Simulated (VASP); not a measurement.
# In3GaP4 (P4/mmm) in VASP: notebook

The runs below take In3GaP4 through single point, relaxation of cell and atoms, with PBE.

Program: VASP 6.6.1. These are calculated values, not measurements. Logs are shortened: lines on timing, memory, paths and dates and some standing lists are left out, and cuts for length are marked.

**1. The cell of the first run**

Symmetry: P4/mmm, No. 123, tetragonal system. The conventional cell has a = 3.931 Å, b = 3.931 Å, c = 10.592 Å, α = 90.00°, β = 90.00°, γ = 90.00°. In (site symmetry 4mm) has 6 P at 2.60 to 2.78 Å within 3.4 Å. Within 3.7 Å of In (site symmetry 4/mmm) lie 6 P at 2.78 to 2.85 Å. Within 3.2 Å of Ga (site symmetry 4/mmm) lie 6 P at 2.44 to 2.78 Å. P (site symmetry 4/mmm) has 6 In at 2.70 to 2.78 Å within 3.6 Å. P (site symmetry 4mm) has 1 Ga at 2.44 Å and 5 In at 2.78 to 2.85 Å within 3.2 Å. P (site symmetry 4/mmm) has 2 In at 2.60 Å and 4 Ga at 2.78 Å within 3.4 Å.

**2. Single point, PBE**

Input file INCAR:

```
ALGO = Normal
EDIFF = 1E-6
ENCUT = 520
GGA = PE
ISIF = 2
ISMEAR = 0
LASPH = T
LCHARG = T
LELF = T
LREAL = F
LVHAR = T
LWAVE = F
NBANDS = 46
NELM = 80
PREC = Accurate
SIGMA = 0.1
```

Input file KPOINTS:

```
k-points
0
Gamma
  4 4 2
```

Input file POSCAR:

```
In3GaP4
1.0
    3.9307962774      0.0000000000      0.0000000000
    0.0000000000      3.9307962774      0.0000000000
    0.0000000000      0.0000000000     10.5919364552
In Ga P
3 1 4
Direct
    0.0000000000      0.0000000000      0.7455074411
    0.5000000000      0.5000000000      0.0000000000
    0.0000000000      0.0000000000      0.2544925589
    0.5000000000      0.5000000000      0.5000000000
    0.0000000000      0.0000000000      0.0000000000
    0.5000000000      0.5000000000      0.2692771776
    0.0000000000      0.0000000000      0.5000000000
    0.5000000000      0.5000000000      0.7307228224
```

Potentials or basis: VASP PAW PBE potentials, release 64 (In_d, Ga_d, P).

Started as:

```
$ cat potpaw_PBE.64/In_d/POTCAR potpaw_PBE.64/Ga_d/POTCAR potpaw_PBE.64/P/POTCAR > POTCAR
$ mpirun -np 1 vasp_std > vasp.out
```

OUTCAR:

```text
EDIFF = 1E-6
   ENCUT = 520
   GGA = PE
   ISIF = 2
   ISMEAR = 0
   LASPH = T
   LREAL = F
   NELM = 80
   PREC = Accurate

 ion  position               nearest neighbor table
   1  0.000  0.000  0.746-   7 2.60   5 2.70   8 2.78   8 2.78   8 2.78   8 2.78   2 3.87   2 3.87
                             2 3.87   2 3.87
   2  0.500  0.500  0.000-   5 2.78   5 2.78   5 2.78   5 2.78   8 2.85   6 2.85   3 3.87   3 3.87
                             1 3.87   3 3.87   1 3.87   1 3.87   3 3.87   1 3.87
   3  0.000  0.000  0.254-   7 2.60   5 2.70   6 2.78   6 2.78   6 2.78   6 2.78   2 3.87   2 3.87
                             2 3.87   2 3.87
   4  0.500  0.500  0.500-   6 2.44   8 2.44   7 2.78   7 2.78   7 2.78   7 2.78
   5  0.000  0.000  0.000-   1 2.70   3 2.70   2 2.78   2 2.78   2 2.78   2 2.78
   6  0.500  0.500  0.269-   4 2.44   3 2.78   3 2.78   3 2.78   3 2.78   2 2.85
   7  0.000  0.000  0.500-   1 2.60   3 2.60   4 2.78   4 2.78   4 2.78   4 2.78
   8  0.500  0.500  0.731-   4 2.44   1 2.78   1 2.78   1 2.78   1 2.78   2 2.85

  LATTYP: Found a simple tetragonal cell.
 ALAT       =     3.9307962774
 C/A-ratio  =     2.6946032579

  Lattice vectors:

 A1 = (   3.9307962774,   0.0000000000,   0.0000000000)
 A2 = (   0.0000000000,   3.9307962774,   0.0000000000)
 A3 = (   0.0000000000,   0.0000000000,  10.5919364552)

Analysis of symmetry for initial positions (statically):
=====================================================================
 Subroutine PRICEL returns:
 Original cell was already a primitive cell.

 Routine SETGRP: Setting up the symmetry group for a
 simple tetragonal supercell.

 Subroutine GETGRP returns: Found 16 space group operations
 (whereof 16 operations were pure point group operations)
 out of a pool of 16 trial point group operations.

The static configuration has the point symmetry D_4h.

Analysis of symmetry for dynamics (positions and initial velocities):
=====================================================================
 Subroutine PRICEL returns:
 Original cell was already a primitive cell.

 Routine SETGRP: Setting up the symmetry group for a
 simple tetragonal supercell.

 Subroutine GETGRP returns: Found 16 space group operations
 (whereof 16 operations were pure point group operations)
 out of a pool of 16 trial point group operations.

The dynamic configuration has the point symmetry D_4h.

 Subroutine INISYM returns: Found 16 space group operations
[... 101 lines left out ...]
   NFREE  =      0    steps in history (QN), initial steepest desc. (CG)
   ISIF   =      2    stress and relaxation
   ISYM   =      2    0-nonsym 1-usesym 2-fastsym
   POTIM  = 0.5000    time-step for ionic-motion
   TEBEG  =    0.0;   TEEND  =   0.0 temperature during run
   PSTRESS=    0.0 pullay stress
   NELECT =      72.0000    total number of electrons
   NUPDOWN=      -1.0000    fix difference up-down
   EMIN   =  10.00;   EMAX   =-10.00  energy-range for DOS
   EFERMI =   0.00;   METHOD = LEGACY
   ISMEAR =     0;   SIGMA  =   0.10  broadening in eV -4-tet -1-fermi 0-gaus
   EFERMI_NEDOS =   21; number of points for ismear=-14 and -15
   IALGO  =     38    algorithm
   IMIX   =      4    mixing-type and parameters
     AMIX     =   0.40;   BMIX     =  1.00
     AMIX_MAG =   1.60;   BMIX_MAG =  1.00
  volume/ion in A,a.u.               =      20.46       138.05
  Fermi-wavevector in a.u.,A,eV,Ry     =   1.245108  2.352912 21.093013  1.550293
  Thomas-Fermi vector in A             =   2.379344
   LORBIT       =      0    0 simple, 1 ext, 2 COOP (PROOUT), +10 PAW based schemes
   GGA     = PE    functional components
   LHFCALC =     F    Hartree Fock is set to
   AEXX    =    0.0000 exact exchange contribution
   IVDW    =     0    specifies the selected vdW correction
   LEPSILON=     F    determine dielectric tensor
   LRPA    =     F    only Hartree local field effects (RPA)
 non-spin polarized calculation
 Gauss-broadening in eV      SIGMA  =   0.10
  energy-cutoff  :      520.00
  volume of cell :      163.66
 maximum number of plane-waves:      4424
 NGX is ok and might be reduce to    30
   NGX = 15   NGY = 15   NGZ = 39

 number of electron      72.0000016 magnetization

 Free energy of the ion-electron system (eV)
  ---------------------------------------------------
  ext. energy  EPLUGINS =         0.00000000
  ---------------------------------------------------
  free energy    TOTEN  =       -31.46708779 eV

  energy without entropy =      -31.45089771  energy(sigma->0) =      -31.45899275

 E-fermi :   6.9450     XC(G=0): -10.4562

 val. band max:        6.8985114041   @ k =   0.5000   0.0000   0.0000
 cond. band min:       6.9905540505   @ k =   0.2500   0.0000   0.5000
 fundamental gap:      0.0920426464
 Fermi energy:         6.9450012419

 k-point     1 :       0.0000    0.0000    0.0000
  band No.  band energies     occupation
      1      -7.9265      2.00000
      2      -7.8020      2.00000
      3      -7.7906      2.00000
      4      -7.7874      2.00000
      5      -7.7341      2.00000
      6      -7.7341      2.00000
[... 577 lines left out ...]
     45      13.8366      0.00000
     46      14.8920      0.00000

------------------------ aborting loop because EDIFF is reached ----------------------------------------

  FORCE on cell =-STRESS in cart. coord.  units (eV):
  Direction    XX          YY          ZZ          XY          YZ          ZX
  --------------------------------------------------------------------------------------
  -------------------------------------------------------------------------------------
  Total        0.0830776      0.0830776     -0.1097878      0.0000000      0.0000000      0.0000000
  in kB        0.8133141      0.8133141     -1.0748016      0.0000000      0.0000000      0.0000000
  external PRESSURE =       0.1839422 kB  Pullay stress =       0.0000000 kB

 VOLUME and BASIS-vectors are now :
 -----------------------------------------------------------------------------
  energy-cutoff  :      520.00
  volume of cell :      163.66
      direct lattice vectors                 reciprocal lattice vectors
     3.930796277  0.000000000  0.000000000     0.254401381  0.000000000  0.000000000
     0.000000000  3.930796277  0.000000000     0.000000000  0.254401381  0.000000000
     0.000000000  0.000000000 10.591936455     0.000000000  0.000000000  0.094411443

 POSITION                                       TOTAL-FORCE (eV/Angst)
 -----------------------------------------------------------------------------------
      0.00000      0.00000      7.89637        -0.000000     -0.000000     -0.004613
      1.96540      1.96540      0.00000        -0.000000     -0.000000      0.000000
      0.00000      0.00000      2.69557        -0.000000     -0.000000      0.004613
      1.96540      1.96540      5.29597        -0.000000     -0.000000      0.000000
      0.00000      0.00000      0.00000        -0.000000     -0.000000      0.000000
      1.96540      1.96540      2.85217         0.000000     -0.000000     -0.043419
      0.00000      0.00000      5.29597        -0.000000     -0.000000      0.000000
      1.96540      1.96540      7.73977         0.000000      0.000000      0.043419
 -----------------------------------------------------------------------------------
    total drift:                                0.000000      0.000000      0.000000

  FREE ENERGIE OF THE ION-ELECTRON SYSTEM (eV)
  ---------------------------------------------------
  free  energy   TOTEN  =       -31.4670877918 eV

  energy  without entropy=      -31.4508977135  energy(sigma->0) =      -31.45899275
```

OSZICAR:

```text
N       E                     dE             d eps       ncg     rms          rms(c)
DAV:   1     0.699787738041E+03    0.69979E+03   -0.32386E+04  1128   0.202E+03
DAV:   2     0.750468775755E+02   -0.62474E+03   -0.60742E+03  1128   0.538E+02
DAV:   3    -0.259625489041E+02   -0.10101E+03   -0.97818E+02  1244   0.201E+02
DAV:   4    -0.325424012873E+02   -0.65799E+01   -0.64940E+01  1400   0.489E+01
DAV:   5    -0.327960567472E+02   -0.25366E+00   -0.25325E+00  1640   0.985E+00    0.979E+00
DAV:   6    -0.314968128794E+02    0.12992E+01   -0.31463E+00  1576   0.180E+01    0.558E+00
DAV:   7    -0.314754934947E+02    0.21319E-01   -0.11214E+00  1552   0.585E+00    0.224E+00
DAV:   8    -0.314684155861E+02    0.70779E-02   -0.14522E-01  1520   0.309E+00    0.133E+00
DAV:   9    -0.314670513952E+02    0.13642E-02   -0.33556E-02  1512   0.166E+00    0.493E-01
DAV:  10    -0.314669798246E+02    0.71571E-04   -0.45746E-03  1576   0.668E-01    0.238E-01
DAV:  11    -0.314670569911E+02   -0.77167E-04   -0.71331E-04  1704   0.184E-01    0.537E-02
DAV:  12    -0.314670899944E+02   -0.33003E-04   -0.20306E-04  1526   0.140E-01    0.383E-02
DAV:  13    -0.314670894392E+02    0.55512E-06   -0.11328E-05  1392   0.235E-02    0.195E-02
DAV:  14    -0.314670880259E+02    0.14133E-05   -0.89318E-06  1508   0.270E-02    0.515E-03
DAV:  15    -0.314670877918E+02    0.23407E-06   -0.70915E-07   768   0.639E-03
   1 F= -.31467088E+02 E0= -.31458993E+02  d E =-.161901E-01
```

Run time: 58 s. Hardware: 1 thread of Intel Xeon 6975P-C (Granite Rapids), shared host; peak memory 0.29 GiB.

What came out:

| Property | Result |
| --- | --- |
| Free energy | -31.4671 eV |
| Pressure | 0.0 GPa |
| Largest force | 0.043 eV/Å |
| Band gap on the k mesh | zero (bands 36 and 37 overlap by 2.26 eV) |

Forces on the atoms (eV/Å):
```
In   0.000  0.000 -0.005
In   0.000  0.000  0.000
In   0.000  0.000  0.005
Ga   0.000  0.000  0.000
P    0.000  0.000  0.000
P    0.000  0.000 -0.043
P    0.000  0.000  0.000
P    0.000  0.000  0.043
```

Levels at points of the mesh, in eV from the Fermi level:
```csv
k point,band 34,band 35,band 36,band 37,band 38,band 39
"(0.00, 0.00, 0.00)",-1.62,-0.91,-0.10,-0.10,0.42,1.17
"(0.50, 0.00, 0.00)",-0.10,-0.05,0.21,1.63,1.69,2.35
"(0.50, 0.50, 0.00)",-2.77,-2.75,-2.39,-2.05,-2.05,2.61
"(0.00, 0.00, 0.50)",-1.32,-0.93,-0.93,-0.33,-0.33,2.42
"(0.50, 0.00, 0.50)",-0.36,-0.30,-0.22,1.77,1.98,2.21
"(0.50, 0.50, 0.50)",-3.11,-2.48,-2.48,-0.56,0.19,0.31
```

Caveat: the k points lie up to 0.40 Å⁻¹ apart, too coarse for converged energies and pressures of a metal; spin-orbit coupling is left out, which moves the levels of the heavy elements.

**3. Single point, PBE**

This run uses another cell than the first one, of 21.90 Å³/atom.

Input file INCAR:

```
SYSTEM = In3GaP4
PREC = Accurate
ENCUT = 520
EDIFF = 1E-6
ISMEAR = 0
SIGMA = 0.1
LREAL = .False.
LASPH = .True.
NELM = 80
ALGO = Normal
ISIF = 2
LWAVE = .False.
LCHARG = .False.
GGA = PE
NBANDS = 46
```

Input file KPOINTS:

```
regular mesh
0
Gamma
  4 4 2
  0 0 0
```

Input file POSCAR:

```
In3GaP4
1.0
    3.9567103900      0.0000000000      0.0000000000
    0.0000000000      3.9567103900      0.0000000000
    0.0000000000      0.0000000000     11.1912669800
In Ga P
3 1 4
Direct
    0.0000000000      0.0000000000      0.7500000000
    0.5000000000      0.5000000000      0.0000000000
    0.0000000000      0.0000000000      0.2500000000
    0.5000000000      0.5000000000      0.5000000000
    0.0000000000      0.0000000000      0.0000000000
    0.5000000000      0.5000000000      0.2500000000
    0.0000000000      0.0000000000      0.5000000000
    0.5000000000      0.5000000000      0.7500000000
```

Potentials or basis: VASP PAW PBE potentials, release 64 (In_d, Ga_d, P).

Started as:

```
$ cat potpaw_PBE.64/In_d/POTCAR potpaw_PBE.64/Ga_d/POTCAR potpaw_PBE.64/P/POTCAR > POTCAR
$ mpirun -np 1 vasp_std > vasp.out
```

Wall time 59 s (1 thread of Intel Xeon 6975P-C (Granite Rapids), shared host); peak memory 0.3 GiB.

The run converged. Its results:

| Item | Value |
| --- | --- |
| Free energy | -31.1137 eV |
| Pressure | -4.1 GPa |
| Largest force | 0.122 eV/Å |
| Band gap on the k mesh | zero (bands 36 and 37 overlap by 2.33 eV) |

Forces on the atoms (eV/Å):
```
In   0.000  0.000 -0.122
In   0.000  0.000  0.000
In   0.000  0.000  0.122
Ga   0.000  0.000  0.000
P    0.000  0.000  0.000
P    0.000  0.000  0.081
P    0.000  0.000  0.000
P    0.000  0.000 -0.081
```

Stress tensor (GPa, compression positive):
```
-3.29  0.00  0.00
 0.00 -3.29  0.00
 0.00  0.00 -5.75
```

Levels at points of the mesh, in eV from the Fermi level:
```
           k point  band 32  band 33  band 34  band 35  band 36  band 37  band 38  band 39  band 40  band 41
(0.00, 0.00, 0.00)    -1.40    -1.29    -1.29    -0.23    -0.23    -0.21    -0.08     0.74     0.93     3.87
(0.50, 0.00, 0.00)    -0.13     0.08     0.09     0.10     0.13     1.87     2.19     2.46     2.47     3.12
(0.50, 0.50, 0.00)    -3.62    -3.02    -2.62    -2.21    -2.21    -2.21    -2.17     1.95     2.26     3.88
(0.00, 0.00, 0.50)    -1.83    -1.80    -1.63    -0.66    -0.66    -0.53    -0.53     1.94     2.25     4.09
(0.50, 0.00, 0.50)    -1.31    -0.06    -0.04    -0.03    -0.01     2.03     2.48     2.49     2.50     3.36
(0.50, 0.50, 0.50)    -4.03    -2.81    -2.81    -2.66    -2.66    -0.39     0.01     0.02     0.05     4.76
```

Caveat: the k points lie up to 0.40 Å⁻¹ apart, too coarse for converged energies and pressures of a metal; spin-orbit coupling is left out, which moves the levels of the heavy elements.

(Part 1 of 2 ends here.)

The gap in the log of VASP goes by the Fermi energy; the results here count the filled bands.